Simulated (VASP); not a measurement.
Here is a VASP 6.6.1 calculation.

The input INCAR:

```
SYSTEM = SnO2
ALGO = Normal
EDIFF = 1E-6
ENCUT = 520
GGA = PE
ISIF = 2
ISMEAR = 0
LASPH = .True.
LCHARG = .False.
LREAL = .False.
LWAVE = .False.
NBANDS = 35
NELM = 60
PREC = Accurate
SIGMA = 0.05
```

Contents of KPOINTS:

```
k-points
0
Gamma
  6 6 8
  0 0 0
```

The input POSCAR:

```
SnO2
1.0
    4.6345967963      0.0000000000      0.0000000000
    0.0000000000      4.6345967963      0.0000000000
    0.0000000000      0.0000000000      2.9789516654
Sn O
2 4
Direct
    0.0000000000      0.0000000000      0.0000000000
    0.5000000000      0.5000000000      0.5000000000
    0.3066050863      0.3066050863      0.0000000000
    0.1933949137      0.8066050863      0.5000000000
    0.6933949137      0.6933949137      0.0000000000
    0.8066050863      0.1933949137      0.5000000000
```

Potentials or basis: VASP PAW PBE potentials, release 64 (Sn_d, O).

Launch:

```bash
$ cat potpaw_PBE.64/Sn_d/POTCAR potpaw_PBE.64/O/POTCAR > POTCAR
$ mpirun -np 1 vasp_std > vasp.out
```

Task: Estimate the band gap on the k mesh.

Result: 2.80 eV.

Task: Estimate the largest force.

Result: 1.279 eV/Å.

Task: What does it give for the pressure?

Result: 48.6 GPa.

Stress tensor (GPa, compression positive):
```
39.16  0.00  0.00
 0.00 39.16  0.00
 0.00  0.00 67.41
```

Caveat: the cell differs from its parent crystal (strain -0.040 along x and y, -0.080 along z); the cell stands under pressure; spin-orbit coupling is left out, which moves the levels of the heavy elements; forces of over 1 eV/Å act on the atoms, so gaps and moduli don't describe the material at rest.
